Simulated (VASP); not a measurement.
Write the native input for VASP 6.6.1 that does the following.

* Task: single point
* Functional: r2SCAN
* Potentials or basis: VASP PAW PBE potentials, release 64 (Si, C)
* Cutoff: 520 eV
* k mesh: 5 × 5 × 3
* Occupations: gaussian, width 0.01 eV
* Spin: no spin polarisation
* Dipole correction: no
* Further INCAR settings: ALGO = Normal; EDIFF = 1e-06; NBANDS = 16

The system is SiC (Moissanite).

```
CELL_PARAMETERS angstrom
3.07600 0.00000 0.00000
-1.53800 2.66389 0.00000
0.00000 0.00000 5.04800
ATOMIC_POSITIONS crystal
Si 0.33333 0.66667 0.00000
Si 0.66667 0.33333 0.50000
C 0.33333 0.66667 0.38500
C 0.66667 0.33333 0.88500
```

These files were run (other wordings do the same):

POSCAR

```
SiC
1.0
    3.0760000000      0.0000000000      0.0000000000
   -1.5380000000      2.6638940000      0.0000000000
    0.0000000000      0.0000000000      5.0480000000
Si C
2 2
Direct
    0.3333333333      0.6666666667      0.0000000000
    0.6666666667      0.3333333333      0.5000000000
    0.3333333333      0.6666666667      0.3850000000
    0.6666666667      0.3333333333      0.8850000000
```

INCAR.step1

```
SYSTEM = SiC
PREC = Accurate
ENCUT = 520
ISMEAR = 0
SIGMA = 0.01
LREAL = .FALSE.
LASPH = .TRUE.
NELM = 60
NBANDS = 16
GGA = PE
ALGO = Normal
EDIFF = 1E-4
LWAVE = .TRUE.
LCHARG = .FALSE.
```

INCAR.step2

```
SYSTEM = SiC
PREC = Accurate
ENCUT = 520
EDIFF = 1E-6
ISMEAR = 0
SIGMA = 0.01
LREAL = .FALSE.
LASPH = .TRUE.
NELM = 60
ALGO = Normal
ISIF = 2
LWAVE = .FALSE.
LCHARG = .FALSE.
METAGGA = R2SCAN
LMIXTAU = .TRUE.
NBANDS = 16
ISTART = 1
```

KPOINTS

```
regular mesh
0
G
  5 5 3
  0 0 0
```

Potentials or basis: VASP PAW PBE potentials, release 64 (Si, C).

Run with:

```sh
$ cat potpaw_PBE.64/Si/POTCAR potpaw_PBE.64/C/POTCAR > POTCAR
$ cp INCAR.step1 INCAR
$ mpirun -np 1 vasp_std > vasp.out
$ cp INCAR.step2 INCAR
$ mpirun -np 1 vasp_std > vasp.out
```

Results of the run:

| Property | Result |
| --- | --- |
| Pressure | 0.0 GPa |
| Largest force | 0.758 eV/Å |
| Band gap on the k mesh | 3.25 eV, indirect (least direct gap 4.70 eV) |

Caveat: the k points lie up to 0.47 Å⁻¹ apart; the PAW data sets were made with another functional, which shifts forces and pressure a little.

Wall time 31 s on 1 thread of AMD EPYC 7R13 Processor (Zen 3) (shared host), peak memory 0.13 GiB.
